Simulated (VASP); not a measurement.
# MgS (Niningerite) (I4/mmm) in VASP: notebook

MgS (Niningerite) is run at these levels: PBE, r2SCAN; tasks: single point.

Everything below comes from runs of VASP 6.6.1. Logs are shortened: lines on timing, memory, paths and dates and some standing lists are left out, and cuts for length are marked.

## 1. The cell of the first run

The structure is tetragonal, space group I4/mmm (No. 139). Conventional cell: a = 3.679 Å, b = 3.679 Å, c = 5.058 Å, α = 90.00°, β = 90.00°, γ = 90.00°. Mg (site symmetry 4/mmm) has 6 S at 2.53 to 2.60 Å within 3.3 Å. Within 3.3 Å of S (site symmetry 4/mmm) lie 6 Mg at 2.53 to 2.60 Å.

## 2. Single point, PBE (uniaxial z strain -2.8%)

The input, INCAR:

```
PREC = Accurate
ENCUT = 520
EDIFF = 1E-6
ISMEAR = -1
SIGMA = 0.02
LREAL = F
LASPH = T
NELM = 100
ALGO = Normal
ISIF = 2
LWAVE = F
LCHARG = T
GGA = PE
LELF = T
LVHAR = T
NBANDS = 11
```

The input, KPOINTS:

```
regular mesh
0
Gamma
  8 8 8
```

The input, POSCAR:

```
MgS
1.0
    0.0000000000      2.6015177400      2.5291955469
    2.6015177400      0.0000000000      2.5291955469
    2.6015177400      2.6015177400      0.0000000000
Mg S
1 1
Direct
    0.0000000000      0.0000000000      0.0000000000
    0.5000000000      0.5000000000      0.5000000000
```

Potentials or basis: VASP PAW PBE potentials, release 64 (Mg, S).

The run is started by

```sh
cat potpaw_PBE.64/Mg/POTCAR potpaw_PBE.64/S/POTCAR > POTCAR
mpirun -np 1 vasp_std > vasp.out
```

OUTCAR:

```text
PREC = Accurate
   ENCUT = 520
   EDIFF = 1E-6
   ISMEAR = -1
   LREAL = F
   LASPH = T
   NELM = 100
   ISIF = 2
   GGA = PE

 ion  position               nearest neighbor table
   1  0.000  0.000  0.000-   2 2.53   2 2.53   2 2.60   2 2.60   2 2.60   2 2.60
   2  0.500  0.500  0.500-   1 2.53   1 2.53   1 2.60   1 2.60   1 2.60   1 2.60

  LATTYP: Found a body centered tetragonal cell.
 ALAT       =     3.6791016707
 C/A-ratio  =     1.3748984254

  Lattice vectors:

 A1 = (   0.0000000000,  -2.6015177400,  -2.5291955469)
 A2 = (   0.0000000000,   2.6015177400,  -2.5291955469)
 A3 = (   2.6015177400,   0.0000000000,   2.5291955469)

Analysis of symmetry for initial positions (statically):
=====================================================================
 Subroutine PRICEL returns:
 Original cell was already a primitive cell.

 Routine SETGRP: Setting up the symmetry group for a
 body centered tetragonal supercell.

 Subroutine GETGRP returns: Found 16 space group operations
 (whereof 16 operations were pure point group operations)
 out of a pool of 16 trial point group operations.

The static configuration has the point symmetry D_4h.

Analysis of symmetry for dynamics (positions and initial velocities):
=====================================================================
 Subroutine PRICEL returns:
 Original cell was already a primitive cell.

 Routine SETGRP: Setting up the symmetry group for a
 body centered tetragonal supercell.

 Subroutine GETGRP returns: Found 16 space group operations
 (whereof 16 operations were pure point group operations)
 out of a pool of 16 trial point group operations.

The dynamic configuration has the point symmetry D_4h.

 Subroutine INISYM returns: Found 16 space group operations
 (whereof 16 operations are pure point group operations),
 and found     1 'primitive' translations

----------------------------------------------------------------------------------------

                                     Primitive cell

  volume of cell :      34.2347

  direct lattice vectors                    reciprocal lattice vectors
     0.000000000  2.601517740  2.529195547    -0.192195499  0.192195499  0.197691318
     2.601517740  0.000000000  2.529195547     0.192195499 -0.192195499  0.197691318
     2.601517740  2.601517740  0.000000000     0.192195499  0.192195499 -0.197691318

  length of vectors
     3.628322569  3.628322569  3.679101671     0.336095339  0.336095339  0.336095339

  position of ions in fractional coordinates (direct lattice)
     0.000000000  0.000000000  0.000000000
     0.500000000  0.500000000  0.500000000

  ion indices of the primitive-cell ions
   primitive index   ion index
                 1           1
                 2           2

----------------------------------------------------------------------------------------

 KPOINTS: regular mesh

Automatic generation of k-mesh.
 Grid dimensions read from file:
 generate k-points for:    8    8    8

 Generating k-lattice:

  Cartesian coordinates                     Fractional coordinates (reciprocal lattice)
    -0.024024437  0.024024437  0.024711415     0.125000000  0.000000000  0.000000000
     0.024024437 -0.024024437  0.024711415     0.000000000  0.125000000  0.000000000
     0.024024437  0.024024437 -0.024711415     0.000000000  0.000000000  0.125000000

  Length of vectors
     0.042011917  0.042011917  0.042011917

  Shift w.r.t. Gamma in fractional coordinates (k-lattice)
     0.000000000  0.000000000  0.000000000

 Subroutine IBZKPT returns following result:
 ===========================================

 Found     59 irreducible k-points:

 Following reciprocal coordinates:
            Coordinates               Weight
  0.000000  0.000000  0.000000      1.000000
  0.125000  0.000000  0.000000      8.000000
  0.250000  0.000000  0.000000      8.000000
  0.375000  0.000000  0.000000      8.000000
  0.500000  0.000000  0.000000      4.000000
  0.125000  0.125000  0.000000      2.000000
[... 16 lines left out ...]
  0.250000  0.000000  0.125000     16.000000
  0.375000  0.000000  0.125000     16.000000
 [... further k-points ...]
   k-points           NKPTS =     59   k-points in BZ     NKDIM =     59   number of bands    NBANDS=     11
   number of dos      NEDOS =    301   number of ions     NIONS =      2
   total plane-waves  NPLWV =  21952
   dimension x,y,z NGX =    28 NGY =   28 NGZ =   28
   dimension x,y,z NGXF=    56 NGYF=   56 NGZF=   56
   ions per type =               1   1
   NGX,Y,Z   is equivalent  to a cutoff of  12.83, 12.83, 12.65 a.u.
   NGXF,Y,Z  is equivalent  to a cutoff of  25.66, 25.66, 25.30 a.u.
 SYSTEM =  unknown system
   PREC   = accura    normal or accurate (medium, high low for compatibility)
   ISTART =      0    job   : 0-new  1-cont  2-samecut
   ICHARG =      2    charge: 1-file 2-atom 10-const
   ISPIN  =      1    spin polarized calculation?
   LNONCOLLINEAR =      F non collinear calculations
   LSORBIT =      F    spin-orbit coupling
   LASPH  =      T    aspherical Exc in radial PAW
   ENCUT  =  520.0 eV  38.22 Ry    6.18 a.u.   6.75  6.75  6.84*2*pi/ulx,y,z
   NELM   =    100;   NELMIN=  2; NELMDL= -5     # of ELM steps
   EDIFF  = 0.1E-05   stopping-criterion for ELM
   LREAL  =      F    real-space projection
   EDIFFG = 0.1E-04   stopping-criterion for IOM
   NSW    =      0    number of steps for IOM
   IBRION =     -1    ionic relax: 0-MD 1-quasi-New 2-CG
   NFREE  =      0    steps in history (QN), initial steepest desc. (CG)
   ISIF   =      2    stress and relaxation
   ISYM   =      2    0-nonsym 1-usesym 2-fastsym
   POTIM  = 0.5000    time-step for ionic-motion
   TEBEG  =    0.0;   TEEND  =   0.0 temperature during run
   PSTRESS=    0.0 pullay stress
   NELECT =       8.0000    total number of electrons
   NUPDOWN=      -1.0000    fix difference up-down
   EMIN   =  10.00;   EMAX   =-10.00  energy-range for DOS
   EFERMI =   0.00;   METHOD = LEGACY
   ISMEAR =    -1;   SIGMA  =   0.02  broadening in eV -4-tet -1-fermi 0-gaus
   EFERMI_NEDOS =   21; number of points for ismear=-14 and -15
   IALGO  =     38    algorithm
   IMIX   =      4    mixing-type and parameters
     AMIX     =   0.40;   BMIX     =  1.00
     AMIX_MAG =   1.60;   BMIX_MAG =  1.00
  volume/ion in A,a.u.               =      17.12       115.51
  Fermi-wavevector in a.u.,A,eV,Ry     =   1.008361  1.905527 13.834302  1.016792
  Thomas-Fermi vector in A             =   2.141223
   LORBIT       =      0    0 simple, 1 ext, 2 COOP (PROOUT), +10 PAW based schemes
   GGA     = PE    functional components
   LHFCALC =     F    Hartree Fock is set to
   AEXX    =    0.0000 exact exchange contribution
   IVDW    =     0    specifies the selected vdW correction
   LEPSILON=     F    determine dielectric tensor
   LRPA    =     F    only Hartree local field effects (RPA)
 non-spin polarized calculation
  energy-cutoff  :      520.00
  volume of cell :       34.23
 maximum number of plane-waves:       938
   NGX = 13   NGY = 13   NGZ = 13

 number of electron       7.9999999 magnetization

 Free energy of the ion-electron system (eV)
  ---------------------------------------------------
  ext. energy  EPLUGINS =         0.00000000
  ---------------------------------------------------
  free energy    TOTEN  =        -8.48216434 eV

  energy without entropy =       -8.48216434  energy(sigma->0) =       -8.48216434

 E-fermi :   4.4278     XC(G=0):  -9.8046

 val. band max:        4.0224702973   @ k =   0.0000   0.0000   0.0000
 cond. band min:       6.7260256206   @ k =   0.5000   0.5000   0.0000
 fundamental gap:      2.7035553233
 Fermi energy:         4.4278048493

 k-point     1 :       0.0000    0.0000    0.0000
  band No.  band energies     occupation
      1      -8.8519      2.00000
      2       3.8942      2.00000
      3       4.0225      2.00000
      4       4.0225      2.00000
      5       7.9184      0.00000
      6      11.8225      0.00000
      7      11.8225      0.00000
      8      12.1195      0.00000
      9      14.1634      0.00000
     10      14.5536      0.00000
     11      16.5929      0.00000

 k-point     2 :       0.1250    0.0000    0.0000
  band No.  band energies     occupation
      1      -8.6939      2.00000
      2       2.9095      2.00000
      3       3.8494      2.00000
      4       3.8997      2.00000
      5       8.7054      0.00000
      6      11.6191      0.00000
      7      12.0665      0.00000
      8      12.2983      0.00000
      9      13.6034      0.00000
     10      13.8923      0.00000
     11      16.8776      0.00000

 k-point     3 :       0.2500    0.0000    0.0000
  band No.  band energies     occupation
      1      -8.2649      2.00000
      2       1.1015      2.00000
      3       3.6347      2.00000
      4       3.6448      2.00000
      5       9.0426      0.00000
      6      11.6627      0.00000
      7      12.0019      0.00000
      8      12.4513      0.00000
      9      14.3122      0.00000
     10      14.3412      0.00000
     11      16.0874      0.00000

 k-point     4 :       0.3750    0.0000    0.0000
  band No.  band energies     occupation
      1      -7.7372      2.00000
      2      -0.3960      2.00000
      3       3.4037      2.00000
      4       3.4657      2.00000
      5       8.7107      0.00000
      6      11.0102      0.00000
      7      11.3471      0.00000
      8      14.0489      0.00000
      9      15.7052      0.00000
     10      16.2898      0.00000
     11      16.3767      0.00000

 k-point     5 :       0.5000    0.0000    0.0000
  band No.  band energies     occupation
      1      -7.4726      2.00000
      2      -1.0007      2.00000
      3       3.3159      2.00000
      4       3.3973      2.00000
      5       8.5585      0.00000
      6      10.7690      0.00000
      7      11.1001      0.00000
      8      14.4123      0.00000
      9      16.2937      0.00000
     10      18.3397      0.00000
     11      18.6188      0.00000
[... 211 lines left out ...]
 k-point    21 :       0.5000    0.5000    0.0000
  band No.  band energies     occupation
      1      -7.0075      2.00000
      2      -0.3359      2.00000
      3       2.1478      2.00000
      4       2.1478      2.00000
      5       6.7260      0.00000
      6       8.2217      0.00000
      7      16.4587      0.00000
      8      16.9358      0.00000
      9      17.5294      0.00000
     10      17.5294      0.00000
     11      19.7858      0.00000

 k-point    22 :       0.1250    0.0000    0.1250
  band No.  band energies     occupation
      1      -8.6469      2.00000
      2       2.9986      2.00000
      3       3.5548      2.00000
      4       3.7137      2.00000
      5       9.0565      0.00000
      6      10.8984      0.00000
      7      12.4511      0.00000
      8      12.5788      0.00000
      9      12.7493      0.00000
     10      14.7085      0.00000
     11      17.7058      0.00000

 k-point    23 :       0.2500    0.0000    0.1250
  band No.  band energies     occupation
      1      -8.3134      2.00000
      2       1.6382      2.00000
      3       3.3176      2.00000
      4       3.4272      2.00000
      5       9.6288      0.00000
      6      10.8201      0.00000
      7      11.3701      0.00000
      8      12.8969      0.00000
      9      13.8758      0.00000
     10      15.0991      0.00000
     11      17.5634      0.00000

 k-point    24 :       0.3750    0.0000    0.1250
  band No.  band energies     occupation
      1      -7.8125      2.00000
      2       0.1433      2.00000
      3       3.0022      2.00000
      4       3.1750      2.00000
      5       9.3454      0.00000
      6      10.5857      0.00000
      7      12.1764      0.00000
      8      12.4512      0.00000
      9      15.5956      0.00000
     10      16.8504      0.00000
     11      17.0852      0.00000

 [... further k-points ...]
[... 5 lines left out ...]
  --------------------------------------------------------------------------------------
  -------------------------------------------------------------------------------------
  Total        0.4593445      0.4593445      1.2302855      0.0000000     -0.0000000      0.0000000
  in kB       21.4972596     21.4972596     57.5771969      0.0000000     -0.0000000      0.0000000
  external PRESSURE =      33.5239053 kB  Pullay stress =       0.0000000 kB

 VOLUME and BASIS-vectors are now :
 -----------------------------------------------------------------------------
  energy-cutoff  :      520.00
  volume of cell :       34.23
      direct lattice vectors                 reciprocal lattice vectors
     0.000000000  2.601517740  2.529195547    -0.192195499  0.192195499  0.197691318
     2.601517740  0.000000000  2.529195547     0.192195499 -0.192195499  0.197691318
     2.601517740  2.601517740  0.000000000     0.192195499  0.192195499 -0.197691318

 POSITION                                       TOTAL-FORCE (eV/Angst)
 -----------------------------------------------------------------------------------
      0.00000      0.00000      0.00000        -0.000000     -0.000000     -0.000000
      2.60152      2.60152      2.52920         0.000000      0.000000      0.000000
 -----------------------------------------------------------------------------------
    total drift:                                0.000000      0.000000      0.000000

  FREE ENERGIE OF THE ION-ELECTRON SYSTEM (eV)
  ---------------------------------------------------
  free  energy   TOTEN  =        -8.4821643368 eV

  energy  without entropy=       -8.4821643368  energy(sigma->0) =       -8.48216434
```

Wall time 16 s (1 thread of Intel Xeon Platinum 8375C at 2.90GHz (Ice Lake), shared host); peak memory 0.16 GiB.

What came out:

```yaml
Free_energy: -8.4822 eV
Pressure: 3.4 GPa
Band_gap_on_the_k_mesh: 2.70 eV, indirect (least direct gap 3.90 eV)
```

Caveat: the cell differs from its parent crystal (uniaxial z strain -2.8%). A k mesh can miss the band edges.

## 3. Single point, PBE (uniaxial x strain +5.7%)

The input, INCAR:

```
ALGO = Normal ; EDIFF = 1E-6
ENCUT = 520 ; GGA = PE
ISIF = 2 ; ISMEAR = -1
LASPH = T ; LCHARG = T
LELF = T ; LREAL = F
LVHAR = T ; LWAVE = F
NBANDS = 11 ; NELM = 80
PREC = Accurate ; SIGMA = 0.02
```

The input, KPOINTS:

```
k-points
0
Gamma
  8 8 8
```

The input, POSCAR:

```
MgS
1.0
    0.0000000000      2.6015177400      2.6015177400
    2.7505847066      0.0000000000      2.6015177400
    2.7505847066      2.6015177400      0.0000000000
Mg S
1 1
Direct
    0.0000000000      0.0000000000      0.0000000000
    0.5000000000      0.5000000000      0.5000000000
```

Potentials or basis: VASP PAW PBE potentials, release 64 (Mg, S).

The run is started by

```sh
cat potpaw_PBE.64/Mg/POTCAR potpaw_PBE.64/S/POTCAR > POTCAR
mpirun -np 1 vasp_std > vasp.out
```

Wall time 18 s (1 thread of Intel Xeon Platinum 8375C at 2.90GHz (Ice Lake), shared host); peak memory 0.17 GiB.

The run converged. Its results:

```yaml
Free_energy: -8.4705 eV
Pressure: -2.6 GPa
Band_gap_on_the_k_mesh: 2.45 eV, indirect (least direct gap 3.15 eV)
```

Stress tensor (GPa, compression positive):
```
-5.19  0.00  0.00
 0.00 -1.32  0.00
 0.00  0.00 -1.32
```

Levels at points of the mesh, in eV from the valence-band top:
```csv
k point,band 1,band 2,band 3,band 4,band 5,band 6,band 7,band 8
"(0.00, 0.00, 0.00)",-12.51,-0.21,-0.21,0.00,3.15,7.49,8.05,8.05
"(0.50, 0.00, 0.00)",-11.34,-4.69,-0.75,-0.60,4.29,6.50,6.99,9.38
"(0.50, 0.50, 0.00)",-10.94,-4.04,-2.00,-1.53,2.45,4.37,11.51,11.85
"(0.00, 0.50, 0.50)",-11.14,-4.07,-1.55,-1.55,2.73,4.54,10.93,12.45
```

Caveat: the cell differs from its parent crystal (uniaxial x strain +5.7%). A k mesh can miss the band edges.

## 4. Single point, r2SCAN (uniaxial z strain -2.8%)

The input, POSCAR:

```
MgS
1.0
    0.0000000000      2.6015177400      2.5291955469
    2.6015177400      0.0000000000      2.5291955469
    2.6015177400      2.6015177400      0.0000000000
Mg S
1 1
Direct
    0.0000000000      0.0000000000      0.0000000000
    0.5000000000      0.5000000000      0.5000000000
```

The input, INCAR.step1:

```
  PREC = Accurate
  ENCUT = 520
  ISMEAR = 0
  SIGMA = 0.01
  LREAL = False
  LASPH = True
  NELM = 60
  NBANDS = 11
  GGA = PE
  ALGO = Normal
  EDIFF = 1E-4
  LWAVE = True
  LCHARG = False
```

The input, INCAR.step2:

```
  PREC = Accurate
  ENCUT = 520
  EDIFF = 1E-6
  ISMEAR = 0
  SIGMA = 0.01
  LREAL = False
  LASPH = True
  NELM = 60
  ALGO = Normal
  ISIF = 2
  LWAVE = False
  LCHARG = False
  METAGGA = R2SCAN
  LMIXTAU = True
  NBANDS = 11
  ISTART = 1
```

The input, KPOINTS:

```
Automatic mesh
0
Gamma
  8 8 8
```

The run is started by

```sh
cat potpaw_PBE.64/Mg/POTCAR potpaw_PBE.64/S/POTCAR > POTCAR
cp INCAR.step1 INCAR
mpirun -np 1 vasp_std > vasp.out
cp INCAR.step2 INCAR
mpirun -np 1 vasp_std > vasp.out
```

Run time: 79 s. Hardware: 1 thread of Intel Xeon Platinum 8375C at 2.90GHz (Ice Lake), shared host; peak memory 0.18 GiB.

Results (log left out):

```
Free energy            : -15.4989 eV
Pressure               : 2.0 GPa
Band gap on the k mesh : 3.36 eV, indirect (least direct gap 4.81 eV)
```

Stress tensor (GPa, compression positive):
```
0.83 0.00 0.00
0.00 0.83 0.00
0.00 0.00 4.46
```

Levels at points of the mesh, in eV from the valence-band top:
```tsv
k point	band 1	band 2	band 3	band 4	band 5	band 6	band 7	band 8	band 9
(0.00, 0.00, 0.00)	-13.40	-0.13	0.00	0.00	4.81	8.37	8.37	8.68	10.73
(0.50, 0.00, 0.00)	-11.99	-5.08	-0.74	-0.66	5.20	7.34	7.68	11.52	13.37
(0.50, 0.50, 0.00)	-11.51	-4.44	-1.93	-1.93	3.36	4.73	13.59	13.59	14.68
(0.50, 0.00, 0.50)	-11.62	-4.48	-1.92	-1.66	3.51	4.83	13.30	13.49	14.45
```

Caveat: the cell differs from its parent crystal (uniaxial z strain -2.8%); the PAW data sets were made with another functional, which shifts forces and pressure a little.

[end of part 1 of 2]
